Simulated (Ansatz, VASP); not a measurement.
**Sn2Ir: VASP beside Ansatz**

```
Sn Ir
1.0
     0.00000    3.18999    3.18999
     3.18999    0.00000    3.18999
     3.18999    3.18999    0.00000
Sn Ir
2 1
Direct
  0.25000 0.25000 0.25000
  0.75000 0.75000 0.75000
  0.00000 0.00000 0.00000
```

Change from the starting cell: volume scaled by 1.02, PAW files.

Alike in both runs: task electric field gradients; functional LDA; k mesh 10 × 10 × 10; occupations fermi-dirac, width 0.03 eV; no spin polarisation.

```csv
,VASP,Ansatz
version,VASP 6.6.1,Ansatz 0.2.0
potentials or method,"VASP PAW LDA potentials, release 64 (Sn_d, Ir)","PAW with Ansatz's default frozen-core files, scalar-relativistic"
plane-wave cutoff (eV),520,420
valence electrons in the cell,37,45
```

|  | VASP | Ansatz | Ansatz less VASP |
| --- | --- | --- | --- |
| pressure (GPa) | -4.2 | -4.5 | -0.30 |

LDA's correlation is that of Perdew and Zunger in VASP and of Perdew and Wang (1992) in Ansatz. VASP's potentials hold 37 valence electrons a cell and Ansatz's 45, so a difference there can come from the potentials and not from the codes.

Neither program's run includes spin-orbit coupling.
